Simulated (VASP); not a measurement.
Runs of VASP 6.6.1 on LiSe3. The structure is that of space group P4/mmm (No. 123), or close to it. The cells are those of the table. 

```tsv
task	cell	k mesh	cutoff (eV)	gap on the mesh (eV)	largest force (eV/Å)
single point	a = 3.962, b = 3.962, c = 5.438 Å, 4 atoms	4 × 4 × 4	520	none	0.05
single point	a = 3.972, b = 3.972, c = 5.460 Å, 4 atoms	12 × 12 × 8	520	none	0.03
relaxation of cell and atoms	relaxed from a = 4.389, b = 4.389, c = 5.479 Å, 4 atoms	4 × 4 × 4	600	none	0.01
single point	a = 4.389, b = 4.389, c = 5.479 Å, 4 atoms	4 × 4 × 4	520	none	(a)
```

Alike in all rows: level PBE; potentials or basis VASP PAW PBE potentials, release 64 (Li_sv, Se); no spin polarisation; smearing gaussian 0.1 eV.

**Question.** Fill in the values left out.

**Answer.** (a) 1.37.

Caveats: some runs use coarse meshes; forces of over 1 eV/Å act on the atoms, so gaps and moduli don't describe the material at rest (some runs).

A k mesh can miss the band edges, and the runs leave out spin-orbit coupling on Se.

A gap of «none» marks levels without a gap at the run's occupations.
